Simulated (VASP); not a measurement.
Si, 6 atoms in the cell. It takes space group P6_122 (No. 178, hexagonal). The conventional cell has a = 5.297 Å, b = 5.297 Å, c = 4.822 Å, α = 90.00°, β = 90.00°, γ = 120.00°. Within 3.0 Å of Si (site symmetry 2) lie 4 Si at 2.26 to 2.29 Å. 

```yaml
Program: VASP 6.6.1
Task: relaxation of shape and atoms at fixed volume
Functional: PBE
Potentials_or_basis: VASP PAW PBE potentials, release 64 (Si)
Cutoff: 600 eV
k_mesh: 6 × 6 × 6
Occupations: gaussian, width 0.02 eV
Spin: no spin polarisation
Dipole_correction: no
Further_INCAR_settings: ALGO = Normal; EDIFF = 1e-06; IBRION = 2; EDIFFG = -0.01; NSW = 50; ISIF = 4
```

Potentials or basis: VASP PAW PBE potentials, release 64 (Si).

Command:

```sh
$ cat potpaw_PBE.64/Si/POTCAR > POTCAR
$ mpirun -np 1 vasp_std > vasp.out
```

Hardware: 1 thread of Intel(R) Xeon(R) 6975P-C (Granite Rapids), on a shared host.

Problem. Estimate the wall time of this run.

Solution. Run time: 65 s on 1 thread of Intel(R) Xeon(R) 6975P-C (Granite Rapids), on a shared host, peak memory 0.26 GiB. Counts: scf iterations 33, k points 28, ion steps 5.
